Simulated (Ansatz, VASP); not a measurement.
**Two plane-wave programs on Cr**

```
Cr
1.0
    -1.42380    1.42380    1.42380
     1.42380   -1.42380    1.42380
     1.42380    1.42380   -1.42380
Cr
1
Direct
  0.00000 0.00000 0.00000
```

Alike in both runs: task single point; functional PBE; k mesh 20 × 20 × 20; occupations gaussian, width 0.05 eV; collinear spin.

|  | VASP | Ansatz |
| --- | --- | --- |
| version | VASP 6.6.1 | Ansatz 0.2.0 |
| potentials or method | VASP PAW PBE potentials, release 64 (Cr_pv), cutoff 520 eV | scalar-relativistic, plane waves, PAW |
| valence electrons in the cell | 12 | 14 |

|  | VASP | Ansatz | Ansatz less VASP |
| --- | --- | --- | --- |
| gap on the k mesh at the Fermi level (eV) | none | none | - |
| pressure (GPa) | -0.5 | 0.0 | +0.53 |
| net moment per atom (μB) | 0.00 | 0.00 | 0.000 |

A gap of «none» marks a metal or a gap that the smearing closes. VASP's potentials hold 12 valence electrons a cell and Ansatz's 14, so a difference there can come from the potentials and not from the codes. Ansatz's warnings: seeded moment not kept.
